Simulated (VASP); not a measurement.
# ZnSe (F-43m) in VASP: single point with PBE

Aim: the single point of ZnSe with PBE.

Everything below comes from runs of VASP 6.6.1. Logs are shortened: lines on timing, memory, paths and dates and some standing lists are left out, and cuts for length are marked.

### Step 1. The cell of the first run

Symmetry: F-43m, No. 216, cubic system. The conventional cell has a = 5.732 Å, b = 5.732 Å, c = 5.732 Å, α = 90.00°, β = 90.00°, γ = 90.00°. Within 3.3 Å of Zn (site symmetry -43m) lie 4 Se at 2.48 Å. Se (site symmetry -43m) has 4 Zn at 2.48 Å within 3.3 Å.

### Step 2. Single point, PBE

The input, INCAR:

```
PREC = Accurate
ENCUT = 520
EDIFF = 1E-6
ISMEAR = 0
SIGMA = 0.01
LREAL = F
LASPH = T
NELM = 60
ALGO = Normal
ISIF = 2
LWAVE = F
LCHARG = T
GGA = PE
LELF = T
LVHAR = T
NBANDS = 16
```

The input, KPOINTS:

```
regular mesh
0
Gamma
  8 8 8
```

The input, POSCAR:

```
ZnSe
1.0
    0.0000000000      2.8658805321      2.8658805321
    2.8658805321      0.0000000000      2.8658805321
    2.8658805321      2.8658805321      0.0000000000
Zn Se
1 1
Direct
    0.0000000000      0.0000000000      0.0000000000
    0.2500000000      0.2500000000      0.2500000000
```

Potentials or basis: VASP PAW PBE potentials, release 64 (Zn, Se).

Run with:

```
cat potpaw_PBE.64/Zn/POTCAR potpaw_PBE.64/Se/POTCAR > POTCAR
mpirun -np 1 vasp_std > vasp.out
```

OUTCAR:

```text
PREC = Accurate
   ENCUT = 520
   EDIFF = 1E-6
   ISMEAR = 0
   LREAL = F
   LASPH = T
   NELM = 60
   ISIF = 2
   GGA = PE

 ion  position               nearest neighbor table
   1  0.000  0.000  0.000-   2 2.48   2 2.48   2 2.48   2 2.48
   2  0.250  0.250  0.250-   1 2.48   1 2.48   1 2.48   1 2.48

  LATTYP: Found a face centered cubic cell.
 ALAT       =     5.7317610642

  Lattice vectors:

 A1 = (   0.0000000000,   2.8658805321,   2.8658805321)
 A2 = (   2.8658805321,   0.0000000000,   2.8658805321)
 A3 = (   2.8658805321,   2.8658805321,   0.0000000000)

Analysis of symmetry for initial positions (statically):
=====================================================================
 Subroutine PRICEL returns:
 Original cell was already a primitive cell.

 Routine SETGRP: Setting up the symmetry group for a
 face centered cubic supercell.

 Subroutine GETGRP returns: Found 24 space group operations
 (whereof 24 operations were pure point group operations)
 out of a pool of 48 trial point group operations.

The static configuration has the point symmetry T_d .

Analysis of symmetry for dynamics (positions and initial velocities):
=====================================================================
 Subroutine PRICEL returns:
 Original cell was already a primitive cell.

 Routine SETGRP: Setting up the symmetry group for a
 face centered cubic supercell.

 Subroutine GETGRP returns: Found 24 space group operations
 (whereof 24 operations were pure point group operations)
 out of a pool of 48 trial point group operations.

The dynamic configuration has the point symmetry T_d .

 Subroutine INISYM returns: Found 24 space group operations
 (whereof 24 operations are pure point group operations),
 and found     1 'primitive' translations

----------------------------------------------------------------------------------------

                                     Primitive cell

  volume of cell :      47.0765

  direct lattice vectors                    reciprocal lattice vectors
     0.000000000  2.865880532  2.865880532    -0.174466449  0.174466449  0.174466449
     2.865880532  0.000000000  2.865880532     0.174466449 -0.174466449  0.174466449
     2.865880532  2.865880532  0.000000000     0.174466449  0.174466449 -0.174466449

  length of vectors
     4.052967117  4.052967117  4.052967117     0.302184754  0.302184754  0.302184754

  position of ions in fractional coordinates (direct lattice)
     0.000000000  0.000000000  0.000000000
     0.250000000  0.250000000  0.250000000

  ion indices of the primitive-cell ions
   primitive index   ion index
                 1           1
                 2           2

----------------------------------------------------------------------------------------

 KPOINTS: regular mesh

Automatic generation of k-mesh.
 Grid dimensions read from file:
 generate k-points for:    8    8    8

 Generating k-lattice:

  Cartesian coordinates                     Fractional coordinates (reciprocal lattice)
    -0.021808306  0.021808306  0.021808306     0.125000000  0.000000000  0.000000000
     0.021808306 -0.021808306  0.021808306     0.000000000  0.125000000  0.000000000
     0.021808306  0.021808306 -0.021808306     0.000000000  0.000000000  0.125000000

  Length of vectors
     0.037773094  0.037773094  0.037773094

  Shift w.r.t. Gamma in fractional coordinates (k-lattice)
     0.000000000  0.000000000  0.000000000

 Subroutine IBZKPT returns following result:
 ===========================================

 Found     29 irreducible k-points:

 Following reciprocal coordinates:
            Coordinates               Weight
  0.000000  0.000000  0.000000      1.000000
  0.125000  0.000000  0.000000      8.000000
  0.250000  0.000000  0.000000      8.000000
  0.375000  0.000000  0.000000      8.000000
  0.500000  0.000000  0.000000      4.000000
  0.125000  0.125000  0.000000      6.000000
[... 16 lines left out ...]
  0.500000  0.250000  0.125000     48.000000
 -0.375000  0.250000  0.125000     24.000000
 [... further k-points ...]
   k-points           NKPTS =     29   k-points in BZ     NKDIM =     29   number of bands    NBANDS=     16
   number of dos      NEDOS =    301   number of ions     NIONS =      2
   total plane-waves  NPLWV =  27000
   dimension x,y,z NGX =    30 NGY =   30 NGZ =   30
   dimension x,y,z NGXF=    60 NGYF=   60 NGZF=   60
   ions per type =               1   1
   NGX,Y,Z   is equivalent  to a cutoff of  12.31, 12.31, 12.31 a.u.
   NGXF,Y,Z  is equivalent  to a cutoff of  24.61, 24.61, 24.61 a.u.
 SYSTEM =  unknown system
   PREC   = accura    normal or accurate (medium, high low for compatibility)
   ISTART =      0    job   : 0-new  1-cont  2-samecut
   ICHARG =      2    charge: 1-file 2-atom 10-const
   ISPIN  =      1    spin polarized calculation?
   LNONCOLLINEAR =      F non collinear calculations
   LSORBIT =      F    spin-orbit coupling
   LASPH  =      T    aspherical Exc in radial PAW
   ENCUT  =  520.0 eV  38.22 Ry    6.18 a.u.   7.54  7.54  7.54*2*pi/ulx,y,z
   NELM   =     60;   NELMIN=  2; NELMDL= -5     # of ELM steps
   EDIFF  = 0.1E-05   stopping-criterion for ELM
   LREAL  =      F    real-space projection
   EDIFFG = 0.1E-04   stopping-criterion for IOM
   NSW    =      0    number of steps for IOM
   IBRION =     -1    ionic relax: 0-MD 1-quasi-New 2-CG
   NFREE  =      0    steps in history (QN), initial steepest desc. (CG)
   ISIF   =      2    stress and relaxation
   ISYM   =      2    0-nonsym 1-usesym 2-fastsym
   POTIM  = 0.5000    time-step for ionic-motion
   TEBEG  =    0.0;   TEEND  =   0.0 temperature during run
   PSTRESS=    0.0 pullay stress
   NELECT =      18.0000    total number of electrons
   NUPDOWN=      -1.0000    fix difference up-down
   EMIN   =  10.00;   EMAX   =-10.00  energy-range for DOS
   EFERMI =   0.00;   METHOD = LEGACY
   ISMEAR =     0;   SIGMA  =   0.01  broadening in eV -4-tet -1-fermi 0-gaus
   EFERMI_NEDOS =   21; number of points for ismear=-14 and -15
   IALGO  =     38    algorithm
   IMIX   =      4    mixing-type and parameters
     AMIX     =   0.40;   BMIX     =  1.00
     AMIX_MAG =   1.60;   BMIX_MAG =  1.00
  volume/ion in A,a.u.               =      23.54       158.84
  Fermi-wavevector in a.u.,A,eV,Ry     =   1.188222  2.245414 19.209678  1.411871
  Thomas-Fermi vector in A             =   2.324356
   LORBIT       =      0    0 simple, 1 ext, 2 COOP (PROOUT), +10 PAW based schemes
   GGA     = PE    functional components
   LHFCALC =     F    Hartree Fock is set to
   AEXX    =    0.0000 exact exchange contribution
   IVDW    =     0    specifies the selected vdW correction
   LEPSILON=     F    determine dielectric tensor
   LRPA    =     F    only Hartree local field effects (RPA)
 non-spin polarized calculation
 Gauss-broadening in eV      SIGMA  =   0.01
  energy-cutoff  :      520.00
  volume of cell :       47.08
 maximum number of plane-waves:      1287
   NGX = 15   NGY = 15   NGZ = 15

 number of electron      18.0000017 magnetization

 Free energy of the ion-electron system (eV)
  ---------------------------------------------------
  ext. energy  EPLUGINS =         0.00000000
  ---------------------------------------------------
  free energy    TOTEN  =        -6.03241763 eV

  energy without entropy =       -6.03241763  energy(sigma->0) =       -6.03241763

 E-fermi :   1.4157     XC(G=0):  -9.1683

 val. band max:        1.3294313296   @ k =   0.0000   0.0000   0.0000
 cond. band min:       2.4851391820   @ k =   0.0000   0.0000   0.0000
 fundamental gap:      1.1557078524
 Fermi energy:         1.4156588374

 k-point     1 :       0.0000    0.0000    0.0000
  band No.  band energies     occupation
      1     -11.7188      2.00000
      2      -5.0995      2.00000
      3      -5.0995      2.00000
      4      -5.0995      2.00000
      5      -4.7597      2.00000
      6      -4.7597      2.00000
[... 8 lines left out ...]
     15      12.7189      0.00000
     16      12.7189      0.00000

 k-point     2 :       0.1250    0.0000    0.0000
  band No.  band energies     occupation
      1     -11.6246      2.00000
      2      -5.0907      2.00000
      3      -5.0848      2.00000
      4      -5.0848      2.00000
      5      -4.7609      2.00000
      6      -4.7609      2.00000
[... 8 lines left out ...]
     15      11.9646      0.00000
     16      11.9864      0.00000

 k-point     3 :       0.2500    0.0000    0.0000
  band No.  band energies     occupation
      1     -11.3809      2.00000
      2      -5.0526      2.00000
      3      -5.0526      2.00000
      4      -5.0325      2.00000
      5      -4.7594      2.00000
      6      -4.7594      2.00000
[... 8 lines left out ...]
     15      11.7287      0.00000
     16      11.9871      0.00000

 k-point     4 :       0.3750    0.0000    0.0000
  band No.  band energies     occupation
      1     -11.1091      2.00000
      2      -5.0267      2.00000
      3      -5.0267      2.00000
      4      -4.8457      2.00000
      5      -4.7498      2.00000
      6      -4.7498      2.00000
[... 8 lines left out ...]
     15      12.7972      0.00000
     16      12.7972      0.00000

 k-point     5 :       0.5000    0.0000    0.0000
  band No.  band energies     occupation
      1     -10.9862      2.00000
      2      -5.0183      2.00000
      3      -5.0183      2.00000
      4      -4.7428      2.00000
      5      -4.7428      2.00000
      6      -4.6128      2.00000
[... 8 lines left out ...]
     15      14.2964      0.00000
     16      14.2964      0.00000

 k-point     6 :       0.1250    0.1250    0.0000
  band No.  band energies     occupation
      1     -11.5932      2.00000
      2      -5.1042      2.00000
      3      -5.0717      2.00000
      4      -5.0717      2.00000
      5      -4.7699      2.00000
      6      -4.7532      2.00000
[... 8 lines left out ...]
     15      12.4114      0.00000
     16      12.9362      0.00000

 k-point     7 :       0.2500    0.1250    0.0000
  band No.  band energies     occupation
      1     -11.3986      2.00000
      2      -5.0847      2.00000
      3      -5.0375      2.00000
      4      -5.0323      2.00000
      5      -4.7745      2.00000
      6      -4.7474      2.00000
[... 8 lines left out ...]
     15      12.8016      0.00000
     16      13.3142      0.00000

 k-point     8 :       0.3750    0.1250    0.0000
  band No.  band energies     occupation
      1     -11.1323      2.00000
      2      -5.0364      2.00000
      3      -5.0073      2.00000
      4      -4.9236      2.00000
      5      -4.7558      2.00000
      6      -4.7407      2.00000
[... 8 lines left out ...]
     15      12.9966      0.00000
     16      13.5227      0.00000

 k-point     9 :       0.5000    0.1250    0.0000
  band No.  band energies     occupation
      1     -10.9536      2.00000
      2      -5.0162      2.00000
      3      -4.9968      2.00000
      4      -4.7787      2.00000
      5      -4.7410      2.00000
      6      -4.6262      2.00000
[... 8 lines left out ...]
     15      13.6033      0.00000
     16      14.3135      0.00000
[... 172 lines left out ...]
 k-point    19 :       0.5000    0.3750    0.0000
  band No.  band energies     occupation
      1     -10.7785      2.00000
      2      -5.0345      2.00000
      3      -4.8888      2.00000
      4      -4.8724      2.00000
      5      -4.7232      2.00000
      6      -4.6066      2.00000
[... 8 lines left out ...]
     15      14.8102      0.00000
     16      15.3920      0.00000

 k-point    20 :      -0.3750    0.3750    0.0000
  band No.  band energies     occupation
      1     -10.7570      2.00000
      2      -5.0087      2.00000
      3      -4.9070      2.00000
      4      -4.8271      2.00000
      5      -4.7398      2.00000
      6      -4.5170      2.00000
[... 8 lines left out ...]
     15      13.2411      0.00000
     16      16.3949      0.00000

 k-point    21 :       0.5000    0.5000    0.0000
  band No.  band energies     occupation
      1     -10.7381      2.00000
      2      -5.0510      2.00000
      3      -4.8672      2.00000
      4      -4.8672      2.00000
      5      -4.7154      2.00000
      6      -4.5927      2.00000
[... 8 lines left out ...]
     15      15.1579      0.00000
     16      15.6034      0.00000

 k-point    22 :       0.3750    0.2500    0.1250
  band No.  band energies     occupation
      1     -11.1909      2.00000
      2      -5.0520      2.00000
      3      -5.0043      2.00000
      4      -4.9750      2.00000
      5      -4.7718      2.00000
      6      -4.7369      2.00000
[... 8 lines left out ...]
     15      13.4764      0.00000
     16      14.5917      0.00000

 k-point    23 :       0.5000    0.2500    0.1250
  band No.  band energies     occupation
      1     -10.9644      2.00000
      2      -5.0081      2.00000
      3      -4.9816      2.00000
      4      -4.8529      2.00000
      5      -4.7477      2.00000
      6      -4.6960      2.00000
[... 8 lines left out ...]
     15      13.7689      0.00000
     16      14.8888      0.00000

 k-point    24 :      -0.3750    0.2500    0.1250
  band No.  band energies     occupation
      1     -10.8642      2.00000
      2      -5.0011      2.00000
      3      -4.9690      2.00000
      4      -4.7867      2.00000
      5      -4.7527      2.00000
      6      -4.5659      2.00000
[... 8 lines left out ...]
     15      13.9528      0.00000
     16      14.7439      0.00000

 [... further k-points ...]

------------------------ aborting loop because EDIFF is reached ----------------------------------------

  FORCE on cell =-STRESS in cart. coord.  units (eV):
  Direction    XX          YY          ZZ          XY          YZ          ZX
  --------------------------------------------------------------------------------------
  -------------------------------------------------------------------------------------
  Total        0.0714380      0.0714380      0.0714380      0.0000000      0.0000000      0.0000000
  in kB        2.4312842      2.4312842      2.4312842      0.0000000      0.0000000      0.0000000
  external PRESSURE =       2.4312842 kB  Pullay stress =       0.0000000 kB

 VOLUME and BASIS-vectors are now :
 -----------------------------------------------------------------------------
  energy-cutoff  :      520.00
  volume of cell :       47.08
      direct lattice vectors                 reciprocal lattice vectors
     0.000000000  2.865880532  2.865880532    -0.174466449  0.174466449  0.174466449
     2.865880532  0.000000000  2.865880532     0.174466449 -0.174466449  0.174466449
     2.865880532  2.865880532  0.000000000     0.174466449  0.174466449 -0.174466449

 POSITION                                       TOTAL-FORCE (eV/Angst)
 -----------------------------------------------------------------------------------
      0.00000      0.00000      0.00000        -0.000000      0.000000      0.000000
      1.43294      1.43294      1.43294         0.000000     -0.000000     -0.000000
 -----------------------------------------------------------------------------------
    total drift:                               -0.000001     -0.000001     -0.000001

  FREE ENERGIE OF THE ION-ELECTRON SYSTEM (eV)
  ---------------------------------------------------
  free  energy   TOTEN  =        -6.0324176333 eV

  energy  without entropy=       -6.0324176333  energy(sigma->0) =       -6.03241763
```

Run time: 28 s. Hardware: 1 thread of Intel Xeon Platinum 8488C (Sapphire Rapids), shared host; peak memory 0.17 GiB.

What came out:

```
Free energy            : -6.0324 eV
Pressure               : 0.2 GPa
Band gap on the k mesh : 1.16 eV, direct
```

As with any semilocal functional, this PBE gap is likely too small.
